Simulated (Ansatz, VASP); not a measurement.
## Pt: VASP beside Ansatz

File INCAR:

```
  PREC = Accurate
  ENCUT = 520
  EDIFF = 1E-6
  ISMEAR = 0
  SIGMA = 0.15
  LREAL = False
  LASPH = True
  NELM = 80
  ALGO = Fast
  ISIF = 2
  LWAVE = False
  LCHARG = False
  GGA = PS
  NBANDS = 11
```

The input KPOINTS:

```
Automatic mesh
0
Gamma
  26 26 26
```

Contents of POSCAR:

```
Pt
1.0
    0.0000000000      1.9100545869      1.9590303455
    1.9100545869      0.0000000000      1.9590303455
    1.9100545869      1.9100545869      0.0000000000
Pt
1
Direct
    0.0000000000      0.0000000000      0.0000000000
```

Input for Ansatz:

```yaml
crystal:
  lattice:
    - [0.0, 1.9100545869, 1.9590303455]
    - [1.9100545869, 0.0, 1.9590303455]
    - [1.9100545869, 1.9100545869, 0.0]
  atoms:
    - { symbol: Pt, position: [0.0, 0.0, 0.0] }
basis:
  ecutwfc: 420
kpoints:
  mp_grid: { grid: [26, 26, 26] }
hamiltonian:
  xc: pbesol
scf:
  occupations: { method: gaussian, width: 0.15 }
output:
  forces: true
  stress: true
  eigenvalues: true
```

Change from the starting cell: strain -0.025 along x and y, +0.000 along z, atoms carried along.

Alike in both runs: task single point; functional PBEsol; k mesh 26 × 26 × 26; occupations gaussian, width 0.15 eV; no spin polarisation.

|  | VASP | Ansatz |
| --- | --- | --- |
| version | VASP 6.6.1 | Ansatz 0.2.0 |
| potentials or method | VASP PAW PBE potentials, release 64 (Pt), cutoff 520 eV | scalar-relativistic, plane waves, PAW |
| valence electrons in the cell | 10 | 18 |

Ansatz gave:

| Property | Result |
| --- | --- |
| gap on the k mesh at the Fermi level (eV) | none |
| pressure (GPa) | 16.8 |
| traceless stress, the component that is largest in VASP (GPa) | -2.41 |

Problem. Which values does VASP return?

Solution. gap on the k mesh at the Fermi level (eV): none; pressure (GPa): 16.5; traceless stress, the component that is largest in VASP (GPa): -2.40.

VASP's potentials were made for PBE, not for PBEsol. A gap of «none» marks a metal or a gap that the smearing closes. VASP's potentials hold 10 valence electrons a cell and Ansatz's 18, so a difference there can come from the potentials and not from the codes.

Neither program's run includes spin-orbit coupling.
